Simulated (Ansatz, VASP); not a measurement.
One calculation of Nb, two programs

```
Nb
1.0
     2.80522    0.00000    0.00000
    -1.40261    2.42939    0.00000
     0.00000    0.00000   10.50707
Nb
4
Cartesian
  0.0000 0.0000 0.0000
  0.0000 0.0000 5.2535
  0.0000 1.6196 7.8803
  1.4026 0.8098 2.6268
```

Alike in both runs: functional PBEsol; k mesh 6 × 6 × 2; occupations gaussian, width 0.1 eV; no spin polarisation.

Ansatz relaxed the structure, and its values are those at the end. VASP's run is a single point on that final structure, the one shown.

|  | VASP | Ansatz |
| --- | --- | --- |
| version | VASP 6.6.1 | Ansatz 0.2.0 |
| potentials or method | VASP PAW PBE potentials, release 64 (Nb_sv), cutoff 520 eV | scalar-relativistic, plane waves, PAW |
| valence electrons in the cell | 52 | 52 |

Ansatz gave:

```
gap on the k mesh at the Fermi level (eV) : none
pressure (GPa)                            : -0.1
```

Q: Estimate VASP's values.

A: gap on the k mesh at the Fermi level (eV): none; pressure (GPa): -0.4.

VASP's potentials were made for PBE, not for PBEsol. A gap of «none» marks a metal or a gap that the smearing closes.

The k mesh is coarse, so the values compare programs but aren't converged.
